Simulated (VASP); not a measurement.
Write the native input for VASP 6.6.1 that does the following.

| Item | Value |
| --- | --- |
| Task | single point |
| Functional | LDA |
| Potentials or basis | VASP PAW LDA potentials, release 64 (Zn, S) |
| Cutoff | 520 eV |
| k mesh | 8 × 8 × 8 |
| Occupations | gaussian, width 0.01 eV |
| Spin | no spin polarisation |
| Dipole correction | no |
| Further INCAR settings | ALGO = Normal; EDIFF = 1e-06; NBANDS = 16 |

The structure of ZnS lies in POSCAR:

```
ZnS
1.0
    2.6617110519      2.6617110519      0.0000000000
   -2.6617110519      2.6617110519      0.0000000000
    0.0000000000      2.6617110519      2.6319951336
Zn S
1 1
Direct
    0.7500000000      0.2500000000      0.5000000000
    0.0000000000      0.0000000000      0.0000000000
```

This cell differs from its parent crystal: in-plane strain +0.005, then relaxed in part.

The input as run:

INCAR

```
PREC = Accurate
ENCUT = 520
EDIFF = 1E-6
ISMEAR = 0
SIGMA = 0.01
LREAL = False
LASPH = True
NELM = 80
ALGO = Normal
ISIF = 2
LWAVE = False
LCHARG = True
LELF = True
LVHAR = True
NBANDS = 16
```

KPOINTS

```
Automatic mesh
0
Gamma
  8 8 8
```

Potentials or basis: VASP PAW LDA potentials, release 64 (Zn, S).

Run with:

```sh
$ cat potpaw_LDA.64/Zn/POTCAR potpaw_LDA.64/S/POTCAR > POTCAR
$ mpirun -np 1 vasp_std > vasp.out
```

It gave:

- Pressure: -0.1 GPa
- Band gap on the k mesh: 2.12 eV, direct

Caveat: the cell differs from its parent crystal (in-plane strain +0.005, then relaxed in part).

Run time: 47 s on 1 thread of Intel(R) Xeon(R) Platinum 8175M CPU @ 2.50GHz (Skylake/Cascade Lake), on a shared host, peak memory 0.16 GiB.
